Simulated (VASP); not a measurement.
Set up this calculation in VASP 6.6.1, as the native input.

* Task: single point
* Functional: LDA
* Potentials or basis: VASP PAW LDA potentials, release 64 (Re)
* Cutoff: 520 eV
* k mesh: 16 × 16 × 16
* Occupations: fermi-dirac, width 0.1 eV
* Spin: no spin polarisation
* Dipole correction: no
* Further INCAR settings: ALGO = Normal; EDIFF = 1e-07; NBANDS = 10

The structure of Re lies in POSCAR:

```
Re
1.0
   -1.5938393449      1.5938393449      1.5938393449
    1.5938393449     -1.5938393449      1.5938393449
    1.5938393449      1.5938393449     -1.5938393449
Re
1
Direct
    0.0000000000      0.0000000000      0.0000000000
```

This cell differs from its parent crystal: volume scaled by 1.12.

The input as run:

INCAR

```
SYSTEM = Re
ALGO = Normal
EDIFF = 1E-7
ENCUT = 520
ISIF = 2
ISMEAR = -1
LASPH = .TRUE.
LCHARG = .FALSE.
LREAL = .FALSE.
LWAVE = .FALSE.
NBANDS = 10
NELM = 60
PREC = Accurate
SIGMA = 0.1
```

KPOINTS

```
k-points
0
G
  16 16 16
  0 0 0
```

Potentials or basis: VASP PAW LDA potentials, release 64 (Re).

The run is started by

```console
$ cat potpaw_LDA.64/Re/POTCAR > POTCAR
$ mpirun -np 1 vasp_std > vasp.out
```

It gave:

- Pressure: -33.9 GPa

Run time: 12 s on 1 thread of Intel(R) Xeon(R) Platinum 8488C (Sapphire Rapids) (shared host), peak memory 0.15 GiB.
